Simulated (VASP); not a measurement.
A run of VASP 6.6.1 is set up as follows.

Contents of INCAR:

```
SYSTEM = Rb2BrCl
PREC = Accurate ; ENCUT = 520
EDIFF = 1E-7 ; ISMEAR = 0
SIGMA = 0.01 ; LREAL = .FALSE.
LASPH = .TRUE. ; NELM = 60
ALGO = Normal ; ISIF = 2
LWAVE = .FALSE. ; LCHARG = .TRUE.
GGA = PE ; LELF = .TRUE.
LVHAR = .TRUE. ; NBANDS = 24
```

File KPOINTS:

```
regular mesh
0
G
  6 6 6
  0 0 0
```

The input POSCAR:

```
Rb2BrCl
1.0
    2.3904422400      1.3801224708      7.8205418499
   -2.3904422400      1.3801224708      7.8205418499
    0.0000000000     -2.7602449415      7.8205418499
Cl Br Rb
1 1 2
Direct
    1.0000000000      0.0000000000      0.0000000000
    0.5000000000      0.5000000000      0.5000000000
    0.2539867098      0.2539867098      0.2539867098
    0.7460132902      0.7460132902      0.7460132902
```

Potentials or basis: VASP PAW PBE potentials, release 64 (Cl, Br, Rb_sv).

Run with:

```sh
$ cat potpaw_PBE.64/Cl/POTCAR potpaw_PBE.64/Br/POTCAR potpaw_PBE.64/Rb_sv/POTCAR > POTCAR
$ mpirun -np 1 vasp_std > vasp.out
```

(1) Estimate the pressure.

(2) Estimate the band gap on the k mesh.

(3) Estimate the largest force.

## Answers

(1) 0.6 GPa.

(2) 4.44 eV.

(3) 0.007 eV/Å.
